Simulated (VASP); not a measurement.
The system is LiF.

```
CELL_PARAMETERS angstrom
0.00000 2.11077 2.11077
2.11077 0.00000 2.11077
2.11077 2.11077 0.00000
ATOMIC_POSITIONS crystal
Li 0.00000 0.00000 0.00000
F 0.50000 0.50000 0.50000
```

This cell differs from its parent crystal: strain +5.8%.

Base run:

```yaml
Program: VASP 6.6.1
Functional: r2SCAN
Potentials_or_basis: VASP PAW PBE potentials, release 64 (Li_sv, F)
Cutoff: 520 eV
k_mesh: 10 × 10 × 10
Occupations: gaussian, width 0.01 eV
Spin: no spin polarisation
```

Its results: band gap on the k mesh 9.00 eV, direct.

Task: The run is repeated on the same cell with these changes: functional from r2SCAN to PBE; occupations from gaussian, width 0.01 eV to fermi-dirac, width 0.02 eV. What comes out?

Result: Band gap on the k mesh 7.94 eV, direct.

A k mesh can miss the band edges.
